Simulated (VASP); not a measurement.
CoO, 4 atoms in the cell. Symmetry: Fm-3m, No. 225, cubic system. The conventional cell has a = 4.263 Å, b = 4.263 Å, c = 4.263 Å, α = 90.00°, β = 90.00°, γ = 90.00°. Co (site symmetry m-3m) has 6 O at 2.13 Å within 2.8 Å. Within 2.8 Å of O (site symmetry m-3m) lie 6 Co at 2.13 Å. 

| Item | Value |
| --- | --- |
| Program | VASP 6.6.1 |
| Task | single point |
| Functional | PBE |
| Potentials or basis | VASP PAW PBE potentials, release 64 (Co_sv, O) |
| Cutoff | 700 eV |
| k mesh | 8 × 8 × 8 |
| Occupations | gaussian, width 0.05 eV |
| Spin | collinear spin, ferromagnetic start |
| Starting moments | [2.8, 2.8, 0.32, 0.32] μB |
| Hubbard terms | Co d U = 1.0 eV |
| Dipole correction | no |
| Further INCAR settings | ALGO = Normal; EDIFF = 1e-06; NBANDS = 35 |

Potentials or basis: VASP PAW PBE potentials, release 64 (Co_sv, O).

Run with:

```bash
$ cat potpaw_PBE.64/Co_sv/POTCAR potpaw_PBE.64/O/POTCAR > POTCAR
$ mpirun -np 1 vasp_std > vasp.out
```

Hardware: 1 thread of Intel(R) Xeon(R) 6975P-C (Granite Rapids), on a shared host.

How long does it take, and how much memory?

Wall time 4 min on 1 thread of Intel(R) Xeon(R) 6975P-C (Granite Rapids), with other jobs on the host, peak memory 0.35 GiB. Counts: scf iterations 20, k points 65.
